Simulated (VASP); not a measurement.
Write the native input for VASP 6.6.1 that does the following.

```
Task                   : single point
Functional             : r2SCAN
Potentials or basis    : VASP PAW PBE potentials, release 64 (Ag, Cl)
Cutoff                 : 520 eV
k mesh                 : 8 × 8 × 8
Occupations            : gaussian, width 0.01 eV
Spin                   : no spin polarisation
Dipole correction      : no
Further INCAR settings : ALGO = Normal; EDIFF = 1e-06; NBANDS = 16
```

AgCl:

```
Ag Cl
1.0
     0.00000    2.80175    2.73958
     2.80175    0.00000    2.73958
     2.80175    2.80175    0.00000
Ag Cl
1 1
Cartesian
  0.0000 0.0000 0.0000
  2.8017 2.8017 2.7396
```

This cell differs from its parent crystal: epitaxial xy strain +1.0%.

The input as run:

POSCAR

```
AgCl
1.0
    0.0000000000      2.8017476059      2.7395832331
    2.8017476059      0.0000000000      2.7395832331
    2.8017476059      2.8017476059      0.0000000000
Ag Cl
1 1
Direct
    0.0000000000      0.0000000000      0.0000000000
    0.5000000000      0.5000000000      0.5000000000
```

INCAR.step1

```
SYSTEM = AgCl
PREC = Accurate ; ENCUT = 520
ISMEAR = 0 ; SIGMA = 0.01
LREAL = .FALSE. ; LASPH = .TRUE.
NELM = 60 ; NBANDS = 16
GGA = PE ; ALGO = Normal
EDIFF = 1E-4 ; LWAVE = .TRUE.
LCHARG = .FALSE.
```

INCAR.step2

```
SYSTEM = AgCl
PREC = Accurate ; ENCUT = 520
EDIFF = 1E-6 ; ISMEAR = 0
SIGMA = 0.01 ; LREAL = .FALSE.
LASPH = .TRUE. ; NELM = 60
ALGO = Normal ; ISIF = 2
LWAVE = .FALSE. ; LCHARG = .TRUE.
METAGGA = R2SCAN ; LMIXTAU = .TRUE.
LELF = .TRUE. ; LVHAR = .TRUE.
NBANDS = 16 ; ISTART = 1
```

KPOINTS

```
regular mesh
0
G
  8 8 8
  0 0 0
```

Potentials or basis: VASP PAW PBE potentials, release 64 (Ag, Cl).

Launch:

```bash
$ cat potpaw_PBE.64/Ag/POTCAR potpaw_PBE.64/Cl/POTCAR > POTCAR
$ cp INCAR.step1 INCAR
$ mpirun -np 1 vasp_std > vasp.out
$ cp INCAR.step2 INCAR
$ mpirun -np 1 vasp_std > vasp.out
```

It gave:

- Pressure: -0.5 GPa
- Band gap on the k mesh: 1.35 eV, indirect (least direct gap 3.67 eV)

Caveat: the cell differs from its parent crystal (epitaxial xy strain +1.0%); the PAW data sets were made with another functional, which shifts forces and pressure a little.

It took 72 s on 1 thread of Intel(R) Xeon(R) 6975P-C (Granite Rapids), with other jobs on the host, peak memory 0.2 GiB.
